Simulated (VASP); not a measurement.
PtSe2: relaxation of cell and atoms with PBE

PtSe2:

```
CELL_PARAMETERS angstrom
0.00000 4.12174 4.12174
4.12174 0.00000 4.12174
4.12174 4.12174 0.00000
ATOMIC_POSITIONS crystal
Pt 0.00000 0.00000 0.00000
Pt 0.25000 0.25000 0.25000
Se 0.62500 0.62500 0.62500
Se 0.12500 0.62500 0.62500
Se 0.62500 0.62500 0.12500
Se 0.62500 0.12500 0.62500
```

```yaml
Program: VASP 6.6.1
Task: relaxation of cell and atoms
Functional: PBE
Potentials_or_basis: VASP PAW PBE potentials, release 64 (Pt, Se)
Cutoff: 600 eV
k_mesh: 4 × 4 × 4
Occupations: gaussian, width 0.1 eV
Spin: no spin polarisation
Dipole_correction: no
Further_INCAR_settings: ALGO = Normal; EDIFF = 1e-06; IBRION = 2; EDIFFG = -0.04; NSW = 90; ISIF = 3
```

```json
{"Relaxed volume": "19.56 Å³/atom", "Relaxed cell": "a = 5.496 Å, b = 5.496 Å, c = 5.496 Å, α = 60.00°, β = 60.00°, γ = 60.00°", "Space group after relaxing (to 0.1 Å)": "Fd-3m (No. 227)", "Energy gained by relaxing": "129.6 meV/atom", "Ionic steps": "3", "Pressure after relaxing": "0.0 GPa", "Band gap on the k mesh": "zero (bands 22 and 23 overlap by 1.69 eV)"}
```

The path:
| step | energy change (eV) | largest force (eV/Å) | pressure (GPa) | volume (Å³) |
| --- | --- | --- | --- | --- |
| 1 | 0.0000 | 0.0000 | -9.30 | 140.05 |
| 2 | -0.7567 | 0.0000 | 2.26 | 114.35 |
| 3 | -0.7779 | 0.0000 | 0.04 | 117.37 |

Final structure:
```
Pt Se
1.0
     0.00000    3.88607    3.88607
     3.88607    0.00000    3.88607
     3.88607    3.88607    0.00000
Pt Se
2 4
Cartesian
  0.0000 0.0000 0.0000
  1.9430 1.9430 1.9430
  4.8576 4.8576 4.8576
  4.8576 2.9145 2.9145
  2.9145 2.9145 4.8576
  2.9145 4.8576 2.9145
```

Levels at points of the mesh, in eV from the Fermi level:
| k point | band 18 | band 19 | band 20 | band 21 | band 22 | band 23 | band 24 | band 25 | band 26 |
| --- | --- | --- | --- | --- | --- | --- | --- | --- | --- |
| (0.00, 0.00, 0.00) | -0.52 | -0.52 | -0.15 | -0.15 | 1.46 | 1.46 | 1.46 | 2.40 | 2.40 |
| (0.50, 0.00, 0.00) | -1.08 | -1.08 | -0.84 | -0.84 | -0.23 | -0.23 | 0.01 | 1.54 | 1.92 |
| (0.50, 0.50, 0.00) | -1.37 | -1.08 | -1.08 | -0.61 | -0.61 | -0.01 | -0.01 | 1.75 | 1.75 |

It took 88 s on 1 thread of Intel(R) Xeon(R) 6975P-C (Granite Rapids), with other jobs on the host, peak memory 0.35 GiB.

Caveat: the volume moved by over 15 % at a fixed basis, so the end points are rough; spin-orbit coupling is left out, which moves the levels of the heavy elements.
